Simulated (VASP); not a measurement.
# MgS (Fm-3m) in VASP: notebook

Runs on MgS. Level: r2SCAN. Tasks: single point.

Everything below comes from runs of VASP 6.6.1. Logs are shortened: lines on timing, memory, paths and dates and some standing lists are left out, and cuts for length are marked.

**1. The cell of the first run**

Symmetry: Fm-3m, No. 225, cubic system. The conventional cell has a = 5.099 Å, b = 5.099 Å, c = 5.099 Å, α = 90.00°, β = 90.00°, γ = 90.00°. Mg (site symmetry m-3m) has 6 S at 2.55 Å within 3.4 Å. Within 3.4 Å of S (site symmetry m-3m) lie 6 Mg at 2.55 Å.

**2. Single point, r2SCAN**

The input, POSCAR:

```
MgS
1.0
    0.0000000000      2.5493355000      2.5493355000
    2.5493355000      0.0000000000      2.5493355000
    2.5493355000      2.5493355000      0.0000000000
Mg S
1 1
Direct
    0.0000000000      0.0000000000      0.0000000000
    0.5000000000      0.5000000000      0.5000000000
```

The input, INCAR.step1:

```
PREC = Accurate
ENCUT = 920
ISMEAR = -1
SIGMA = 0.02
LREAL = F
LASPH = T
NELM = 120
NBANDS = 15
GGA = PE
ALGO = Normal
EDIFF = 1E-5
LWAVE = T
LCHARG = F
GGA_COMPAT = F
```

The input, INCAR.step2:

```
PREC = Accurate
ENCUT = 920
EDIFF = 1E-6
ISMEAR = -1
SIGMA = 0.02
LREAL = F
LASPH = T
NELM = 120
ALGO = Normal
ISIF = 2
LWAVE = F
LCHARG = F
METAGGA = R2SCAN
LMIXTAU = T
NBANDS = 15
ISTART = 1
GGA_COMPAT = F
```

The input, KPOINTS:

```
Automatic mesh
0
Gamma
  10 10 10
```

Potentials or basis: VASP PAW PBE potentials, release 64 (Mg_sv, S).

Started as:

```sh
cat potpaw_PBE.64/Mg_sv/POTCAR potpaw_PBE.64/S/POTCAR > POTCAR
cp INCAR.step1 INCAR
mpirun -np 1 vasp_std > vasp.out
cp INCAR.step2 INCAR
mpirun -np 1 vasp_std > vasp.out
```

OUTCAR:

```text
PREC = Accurate
   ENCUT = 920
   EDIFF = 1E-6
   ISMEAR = -1
   LREAL = F
   LASPH = T
   NELM = 120
   ISIF = 2
   METAGGA = R2SCAN
   ISTART = 1

 ion  position               nearest neighbor table
   1  0.000  0.000  0.000-
   2  0.500  0.500  0.500-

  LATTYP: Found a face centered cubic cell.
 ALAT       =     5.0986710000

  Lattice vectors:

 A1 = (   0.0000000000,   2.5493355000,   2.5493355000)
 A2 = (   2.5493355000,   0.0000000000,   2.5493355000)
 A3 = (   2.5493355000,   2.5493355000,   0.0000000000)

Analysis of symmetry for initial positions (statically):
=====================================================================
 Subroutine PRICEL returns:
 Original cell was already a primitive cell.

 Routine SETGRP: Setting up the symmetry group for a
 face centered cubic supercell.

 Subroutine GETGRP returns: Found 48 space group operations
 (whereof 48 operations were pure point group operations)
 out of a pool of 48 trial point group operations.

The static configuration has the point symmetry O_h .

Analysis of symmetry for dynamics (positions and initial velocities):
=====================================================================
 Subroutine PRICEL returns:
 Original cell was already a primitive cell.

 Routine SETGRP: Setting up the symmetry group for a
 face centered cubic supercell.

 Subroutine GETGRP returns: Found 48 space group operations
 (whereof 48 operations were pure point group operations)
 out of a pool of 48 trial point group operations.

The dynamic configuration has the point symmetry O_h .

 Subroutine INISYM returns: Found 48 space group operations
 (whereof 48 operations are pure point group operations),
 and found     1 'primitive' translations

----------------------------------------------------------------------------------------

                                     Primitive cell

  volume of cell :      33.1368

  direct lattice vectors                    reciprocal lattice vectors
     0.000000000  2.549335500  2.549335500    -0.196129540  0.196129540  0.196129540
     2.549335500  0.000000000  2.549335500     0.196129540 -0.196129540  0.196129540
     2.549335500  2.549335500  0.000000000     0.196129540  0.196129540 -0.196129540

  length of vectors
     3.605304839  3.605304839  3.605304839     0.339706329  0.339706329  0.339706329

  position of ions in fractional coordinates (direct lattice)
     0.000000000  0.000000000  0.000000000
     0.500000000  0.500000000  0.500000000

  ion indices of the primitive-cell ions
   primitive index   ion index
                 1           1
                 2           2

----------------------------------------------------------------------------------------

 KPOINTS: Automatic mesh

Automatic generation of k-mesh.
 Grid dimensions read from file:
 generate k-points for:   10   10   10

 Generating k-lattice:

  Cartesian coordinates                     Fractional coordinates (reciprocal lattice)
    -0.019612954  0.019612954  0.019612954     0.100000000  0.000000000  0.000000000
     0.019612954 -0.019612954  0.019612954     0.000000000  0.100000000  0.000000000
     0.019612954  0.019612954 -0.019612954     0.000000000  0.000000000  0.100000000

  Length of vectors
     0.033970633  0.033970633  0.033970633

  Shift w.r.t. Gamma in fractional coordinates (k-lattice)
     0.000000000  0.000000000  0.000000000

 Subroutine IBZKPT returns following result:
 ===========================================

 Found     47 irreducible k-points:

 Following reciprocal coordinates:
            Coordinates               Weight
  0.000000  0.000000  0.000000      1.000000
  0.100000  0.000000  0.000000      8.000000
  0.200000  0.000000  0.000000      8.000000
  0.300000  0.000000  0.000000      8.000000
  0.400000  0.000000  0.000000      8.000000
  0.500000  0.000000  0.000000      4.000000
[... 16 lines left out ...]
  0.300000  0.300000  0.000000      6.000000
  0.400000  0.300000  0.000000     24.000000
 [... further k-points ...]
   k-points           NKPTS =     47   k-points in BZ     NKDIM =     47   number of bands    NBANDS=     15
   number of dos      NEDOS =    301   number of ions     NIONS =      2
   total plane-waves  NPLWV =  46656
   dimension x,y,z NGX =    36 NGY =   36 NGZ =   36
   dimension x,y,z NGXF=    72 NGYF=   72 NGZF=   72
   ions per type =               1   1
   NGX,Y,Z   is equivalent  to a cutoff of  16.60, 16.60, 16.60 a.u.
   NGXF,Y,Z  is equivalent  to a cutoff of  33.20, 33.20, 33.20 a.u.
 SYSTEM =  unknown system
   PREC   = accura    normal or accurate (medium, high low for compatibility)
   ISTART =      1    job   : 0-new  1-cont  2-samecut
   ICHARG =      0    charge: 1-file 2-atom 10-const
   ISPIN  =      1    spin polarized calculation?
   LNONCOLLINEAR =      F non collinear calculations
   LSORBIT =      F    spin-orbit coupling
   LASPH  =      T    aspherical Exc in radial PAW
   ENCUT  =  920.0 eV  67.62 Ry    8.22 a.u.   8.92  8.92  8.92*2*pi/ulx,y,z
   NELM   =    120;   NELMIN=  2; NELMDL=  0     # of ELM steps
   EDIFF  = 0.1E-05   stopping-criterion for ELM
   LREAL  =      F    real-space projection
[... 7 lines left out ...]
   TEBEG  =    0.0;   TEEND  =   0.0 temperature during run
   PSTRESS=    0.0 pullay stress
   NELECT =      16.0000    total number of electrons
   NUPDOWN=      -1.0000    fix difference up-down
   EMIN   =  10.00;   EMAX   =-10.00  energy-range for DOS
   EFERMI =   0.00;   METHOD = LEGACY
   ISMEAR =    -1;   SIGMA  =   0.02  broadening in eV -4-tet -1-fermi 0-gaus
   EFERMI_NEDOS =   21; number of points for ismear=-14 and -15
   IALGO  =     38    algorithm
   IMIX   =      4    mixing-type and parameters
     AMIX     =   0.40;   BMIX     =  1.00
     AMIX_MAG =   1.60;   BMIX_MAG =  1.00
  volume/ion in A,a.u.               =      16.57       111.81
  Fermi-wavevector in a.u.,A,eV,Ry     =   1.284334  2.427039 22.442983  1.649513
  Thomas-Fermi vector in A             =   2.416533
   LORBIT       =      0    0 simple, 1 ext, 2 COOP (PROOUT), +10 PAW based schemes
   METAGGA = R2SCAN    functional components
   LHFCALC =     F    Hartree Fock is set to
   AEXX    =    0.0000 exact exchange contribution
   IVDW    =     0    specifies the selected vdW correction
   LEPSILON=     F    determine dielectric tensor
   LRPA    =     F    only Hartree local field effects (RPA)
 non-spin polarized calculation
  energy-cutoff  :      920.00
  volume of cell :       33.14
 maximum number of plane-waves:      2134
   NGX = 17   NGY = 17   NGZ = 17

 number of electron      15.9999995 magnetization

 Free energy of the ion-electron system (eV)
  ---------------------------------------------------
  ext. energy  EPLUGINS =         0.00000000
  ---------------------------------------------------
  free energy    TOTEN  =       -15.51118074 eV

  energy without entropy =      -15.51118074  energy(sigma->0) =      -15.51118074

 E-fermi :   4.2861     XC(G=0): -10.6171

 val. band max:        3.9101063083   @ k =   0.0000   0.0000   0.0000
 cond. band min:       7.5329263359   @ k =   0.5000   0.5000   0.0000
 fundamental gap:      3.6228200276
 Fermi energy:         4.2861498955

 k-point     1 :       0.0000    0.0000    0.0000
  band No.  band energies     occupation
      1     -73.5565      2.00000
      2     -38.6654      2.00000
      3     -38.6654      2.00000
      4     -38.6654      2.00000
      5      -9.6417      2.00000
      6       3.9101      2.00000
      7       3.9101      2.00000
      8       3.9101      2.00000
      9       9.0981      0.00000
     10      12.3890      0.00000
     11      12.3890      0.00000
     12      12.3890      0.00000
     13      14.9242      0.00000
     14      14.9242      0.00000
     15      17.6048      0.00000

 k-point     2 :       0.1000    0.0000    0.0000
  band No.  band energies     occupation
      1     -73.5565      2.00000
      2     -38.6662      2.00000
      3     -38.6655      2.00000
      4     -38.6655      2.00000
      5      -9.5311      2.00000
      6       3.1889      2.00000
      7       3.8307      2.00000
      8       3.8307      2.00000
      9       9.6282      0.00000
     10      12.1968      0.00000
     11      12.6021      0.00000
     12      12.6021      0.00000
     13      14.5130      0.00000
     14      14.5130      0.00000
     15      18.2534      0.00000

 k-point     3 :       0.2000    0.0000    0.0000
  band No.  band energies     occupation
      1     -73.5564      2.00000
      2     -38.6684      2.00000
      3     -38.6657      2.00000
      4     -38.6657      2.00000
      5      -9.2183      2.00000
      6       1.7217      2.00000
      7       3.6379      2.00000
      8       3.6379      2.00000
      9       9.9860      0.00000
     10      12.6669      0.00000
     11      12.6669      0.00000
     12      12.7265      0.00000
     13      14.4833      0.00000
     14      14.4833      0.00000
     15      17.7617      0.00000
[... 343 lines left out ...]
 k-point    23 :       0.3000    0.3000    0.0000
  band No.  band energies     occupation
      1     -73.5561      2.00000
      2     -38.6706      2.00000
      3     -38.6675      2.00000
      4     -38.6675      2.00000
      5      -8.5041      2.00000
      6       0.6196      2.00000
      7       2.5621      2.00000
      8       2.5621      2.00000
      9       9.1461      0.00000
     10       9.4854      0.00000
     11      14.5133      0.00000
     12      15.9269      0.00000
     13      15.9269      0.00000
     14      16.4093      0.00000
     15      21.9900      0.00000

 k-point    24 :       0.4000    0.3000    0.0000
  band No.  band energies     occupation
      1     -73.5561      2.00000
      2     -38.6717      2.00000
      3     -38.6681      2.00000
      4     -38.6679      2.00000
      5      -8.1751      2.00000
      6       0.0333      2.00000
      7       2.0992      2.00000
      8       2.3901      2.00000
      9       8.7056      0.00000
     10       9.5762      0.00000
     11      14.7783      0.00000
     12      15.4101      0.00000
     13      17.5230      0.00000
     14      18.2234      0.00000
     15      22.2342      0.00000

 [... further k-points ...]

------------------------ aborting loop because EDIFF is reached ----------------------------------------

  FORCE on cell =-STRESS in cart. coord.  units (eV):
  Direction    XX          YY          ZZ          XY          YZ          ZX
  --------------------------------------------------------------------------------------
  -------------------------------------------------------------------------------------
  Total        1.1498512      1.1498512      1.1498512      0.0000000      0.0000000      0.0000000
  in kB       55.5957035     55.5957035     55.5957035      0.0000000      0.0000000      0.0000000
  external PRESSURE =      55.5957035 kB  Pullay stress =       0.0000000 kB

 VOLUME and BASIS-vectors are now :
 -----------------------------------------------------------------------------
  energy-cutoff  :      920.00
  volume of cell :       33.14
      direct lattice vectors                 reciprocal lattice vectors
     0.000000000  2.549335500  2.549335500    -0.196129540  0.196129540  0.196129540
     2.549335500  0.000000000  2.549335500     0.196129540 -0.196129540  0.196129540
     2.549335500  2.549335500  0.000000000     0.196129540  0.196129540 -0.196129540

 POSITION                                       TOTAL-FORCE (eV/Angst)
 -----------------------------------------------------------------------------------
      0.00000      0.00000      0.00000         0.000000      0.000000      0.000000
      2.54934      2.54934      2.54934         0.000000     -0.000000     -0.000000
 -----------------------------------------------------------------------------------
    total drift:                                0.000000      0.000000      0.000000

  FREE ENERGIE OF THE ION-ELECTRON SYSTEM (eV)
  ---------------------------------------------------
  free  energy   TOTEN  =       -15.5111807383 eV

  energy  without entropy=      -15.5111807383  energy(sigma->0) =      -15.51118074
```

Wall time 2.3 min (1 thread of Intel Xeon Platinum 8375C at 2.90GHz (Ice Lake), shared host); peak memory 0.23 GiB.

Results:

* Free energy: -15.5112 eV
* Pressure: 5.6 GPa
* Band gap on the k mesh: 3.62 eV (least direct gap 5.19 eV)

Caveat: the cell stands under pressure; the PAW data sets were made with another functional, which shifts forces and pressure a little.

**3. Single point, r2SCAN**

This run uses another cell than the first one, of 18.68 Å³/atom.

The input, POSCAR:

```
MgS
1.0
    0.0000000000      2.6535035000      2.6535035000
    2.6535035000      0.0000000000      2.6535035000
    2.6535035000      2.6535035000      0.0000000000
Mg S
1 1
Direct
    0.0000000000      0.0000000000      0.0000000000
    0.5000000000      0.5000000000      0.5000000000
```

The input, INCAR.step1:

```
ALGO     = Normal         # electronic algorithm
EDIFF    = 1E-5           # SCF threshold, eV
ENCUT    = 920            # plane-wave cutoff, eV
GGA      = PE             # functional
GGA_COMPAT= F            
ISMEAR   = -1             # smearing method
LASPH    = T              # aspherical terms in the spheres
LCHARG   = F              # write CHGCAR
LREAL    = F              # projectors in reciprocal space
LWAVE    = T              # write WAVECAR
NBANDS   = 15             # bands
NELM     = 120            # most SCF steps
PREC     = Accurate       # precision mode
SIGMA    = 0.02           # smearing width, eV
```

The input, INCAR.step2:

```
ALGO     = Normal         # electronic algorithm
EDIFF    = 1E-6           # SCF threshold, eV
ENCUT    = 920            # plane-wave cutoff, eV
GGA_COMPAT= F            
ISIF     = 2              # what is computed and relaxed
ISMEAR   = -1             # smearing method
ISTART   = 1            
LASPH    = T              # aspherical terms in the spheres
LCHARG   = F              # write CHGCAR
LMIXTAU  = T            
LREAL    = F              # projectors in reciprocal space
LWAVE    = F              # write WAVECAR
METAGGA  = R2SCAN         # meta-GGA
NBANDS   = 15             # bands
NELM     = 120            # most SCF steps
PREC     = Accurate       # precision mode
SIGMA    = 0.02           # smearing width, eV
```

The input, KPOINTS:

```
k-points
0
Gamma
  10 10 10
```

Potentials or basis: VASP PAW PBE potentials, release 64 (Mg_sv, S).

Started as:

```sh
cat potpaw_PBE.64/Mg_sv/POTCAR potpaw_PBE.64/S/POTCAR > POTCAR
cp INCAR.step1 INCAR
mpirun -np 1 vasp_std > vasp.out
cp INCAR.step2 INCAR
mpirun -np 1 vasp_std > vasp.out
```

Run time: 3.7 min. Hardware: 1 thread of Intel Xeon Platinum 8259CL at 2.50GHz (Skylake/Cascade Lake), shared host; peak memory 0.29 GiB.

It converged, with:

* Free energy: -15.5181 eV
* Pressure: -4.2 GPa
* Band gap on the k mesh: 3.37 eV (least direct gap 4.18 eV)

Levels at points of the mesh, in eV from the valence-band top:
| k point | band 4 | band 5 | band 6 | band 7 | band 8 | band 9 | band 10 | band 11 | band 12 | band 13 |
| --- | --- | --- | --- | --- | --- | --- | --- | --- | --- | --- |
| (0.00, 0.00, 0.00) | -42.85 | -12.85 | 0.00 | 0.00 | 0.00 | 4.18 | 8.56 | 8.56 | 8.56 | 10.87 |
| (0.50, 0.00, 0.00) | -42.85 | -11.66 | -4.55 | -0.56 | -0.56 | 5.13 | 7.46 | 7.46 | 10.67 | 12.88 |
| (0.50, 0.50, 0.00) | -42.85 | -11.33 | -3.96 | -1.59 | -1.59 | 3.37 | 5.09 | 12.55 | 13.32 | 13.97 |

Caveat: the cell stands under tension; the PAW data sets were made with another functional, which shifts forces and pressure a little.
